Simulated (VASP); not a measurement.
The system is Si.

```
Si
1.0
     0.00000    2.72212    2.72212
     2.72212    0.00000    2.72212
     2.72212    2.72212    0.00000
Si
2
Direct
  0.00000 0.00000 0.00000
  0.25000 0.25000 0.25000
```

Base run:

| Property | Result |
| --- | --- |
| Program | VASP 6.6.1 |
| Functional | r2SCAN |
| Potentials or basis | VASP PAW PBE potentials, release 64 (Si) |
| Cutoff | 520 eV |
| k mesh | 8 × 8 × 8 |
| Occupations | gaussian, width 0.01 eV |
| Spin | no spin polarisation |

Its results: band gap on the k mesh 0.83 eV, indirect (least direct gap 2.75 eV); pressure -0.2 GPa.

Task: The run is repeated on the same cell with these changes: functional from r2SCAN to HSE06; k mesh from 8 × 8 × 8 to 6 × 6 × 6. What comes out?

Result: Band gap on the k mesh 1.31 eV, indirect (least direct gap 3.32 eV); pressure -0.5 GPa.

Several settings changed at once, so the effect can't be laid on one alone.

Caveats: the PAW data sets were made with another functional, which shifts forces and pressure a little.

A k mesh can miss the band edges.
